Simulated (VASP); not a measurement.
Input of a VASP 6.6.1 run:

The input INCAR:

```
  ALGO = Normal
  EDIFF = 1E-6
  ENCUT = 500
  GGA = RP
  GGA_COMPAT = False
  ISIF = 2
  ISMEAR = -1
  LASPH = True
  LCHARG = False
  LREAL = False
  LWAVE = False
  NBANDS = 19
  NELM = 120
  PREC = Accurate
  SIGMA = 0.0049
```

The input KPOINTS:

```
k-points
0
Gamma
  6 6 4
```

File POSCAR:

```
Cd
1.0
    2.9788725081      0.0000000000      0.0000000000
   -1.4894362540      2.5797792666      0.0000000000
    0.0000000000      0.0000000000      5.6176500000
Cd
2
Direct
    0.3333333333      0.6666666667      0.2500000000
    0.6666666667      0.3333333333      0.7500000000
```

Potentials or basis: VASP PAW PBE potentials, release 64 (Cd).

Launch:

```console
$ cat potpaw_PBE.64/Cd/POTCAR > POTCAR
$ mpirun -np 1 vasp_std > vasp.out
```

Q: Predict the pressure.

A: 7.0 GPa.

Q: Predict the band gap on the k mesh.

A: Zero (band 12 reaches 4.17 eV, above the bottom of band 13 at 0.12 eV).

Stress tensor (GPa, compression positive):
```
7.55 0.00 0.00
0.00 7.55 0.00
0.00 0.00 5.84
```

Caveat: the k points lie up to 0.41 Å⁻¹ apart; the PAW data sets were made with another functional, which shifts forces and pressure a little.
